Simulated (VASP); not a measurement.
A run of VASP 6.6.1:

File INCAR:

```
SYSTEM = KTaO3
  PREC = Accurate
  ENCUT = 520
  EDIFF = 1E-7
  ISMEAR = 0
  SIGMA = 0.05
  LREAL = .FALSE.
  LASPH = .TRUE.
  NELM = 60
  ALGO = Normal
  ISIF = 2
  LWAVE = .FALSE.
  LCHARG = .TRUE.
  GGA = PS
  LELF = .TRUE.
  LVHAR = .TRUE.
  NBANDS = 27
```

File KPOINTS:

```
regular mesh
0
G
  8 8 8
  0 0 0
```

The input POSCAR:

```
KTaO3
1.0
    4.0010203929      0.0000000000      0.0000000000
    0.0000000000      4.0010203929      0.0000000000
    0.0000000000      0.0000000000      4.1650622290
K Ta O
1 1 3
Direct
    0.5000000000      0.5000000000      0.5000000000
    0.0000000000      0.0000000000      0.0000000000
    0.5000000000      0.0000000000      0.0000000000
    0.0000000000      0.5000000000      0.0000000000
    0.0000000000      0.0000000000      0.5000000000
```

Potentials or basis: VASP PAW PBE potentials, release 64 (K_sv, Ta_pv, O).

Run with:

```bash
$ cat potpaw_PBE.64/K_sv/POTCAR potpaw_PBE.64/Ta_pv/POTCAR potpaw_PBE.64/O/POTCAR > POTCAR
$ mpirun -np 1 vasp_std > vasp.out
```

Hardware: 1 thread of AMD EPYC 9R45 96-Core Processor (Zen 5), on a shared host.

How long does it take, and how much memory?

It took 68 s on 1 thread of AMD EPYC 9R45 96-Core Processor (Zen 5) (shared host), peak memory 0.23 GiB. Counts: scf iterations 15, k points 75.
